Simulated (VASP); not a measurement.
Wanted: the native input for a VASP 6.6.1 run.

```
Task                   : single point
Functional             : PBE
Potentials or basis    : VASP PAW PBE potentials, release 64 (Al, As)
Cutoff                 : 500 eV
k mesh                 : 6 × 6 × 6
Occupations            : gaussian, width 0.01 eV
Spin                   : no spin polarisation
Dipole correction      : no
Further INCAR settings : ALGO = Normal; EDIFF = 1e-06; NBANDS = 11
```

The structure of AlAs lies in POSCAR:

```
AlAs
1.0
    0.0000000000      2.8348772653      2.8348772653
    2.8348772653      0.0000000000      2.8348772653
    2.8348772653      2.8348772653      0.0000000000
Al As
1 1
Direct
    0.0000000000      0.0000000000      0.0000000000
    0.2500000000      0.2500000000      0.2500000000
```

This cell differs from its parent crystal: volume changed by -3%.

One way to write it, as run:

INCAR

```
SYSTEM = AlAs
PREC     = Accurate       ! precision mode
ENCUT    = 500            ! plane-wave cutoff, eV
EDIFF    = 1E-6           ! SCF threshold, eV
ISMEAR   = 0              ! smearing method
SIGMA    = 0.01           ! smearing width, eV
LREAL    = .False.        ! projectors in reciprocal space
LASPH    = .True.         ! aspherical terms in the spheres
NELM     = 120            ! most SCF steps
ALGO     = Normal         ! electronic algorithm
ISIF     = 2              ! what is computed and relaxed
LWAVE    = .False.        ! write WAVECAR
LCHARG   = .False.        ! write CHGCAR
GGA      = PE             ! functional
NBANDS   = 11             ! bands
GGA_COMPAT= .False.
```

KPOINTS

```
regular mesh
0
Gamma
  6 6 6
  0 0 0
```

Potentials or basis: VASP PAW PBE potentials, release 64 (Al, As).

Run with:

```sh
$ cat potpaw_PBE.64/Al/POTCAR potpaw_PBE.64/As/POTCAR > POTCAR
$ mpirun -np 1 vasp_std > vasp.out
```

Results of the run:

```yaml
Pressure: 2.4 GPa
Band_gap_on_the_k_mesh: 1.44 eV, indirect (least direct gap 2.02 eV)
```

Wall time 9.3 s on 1 thread of Intel(R) Xeon(R) 6975P-C (Granite Rapids), on a shared host, peak memory 0.16 GiB.
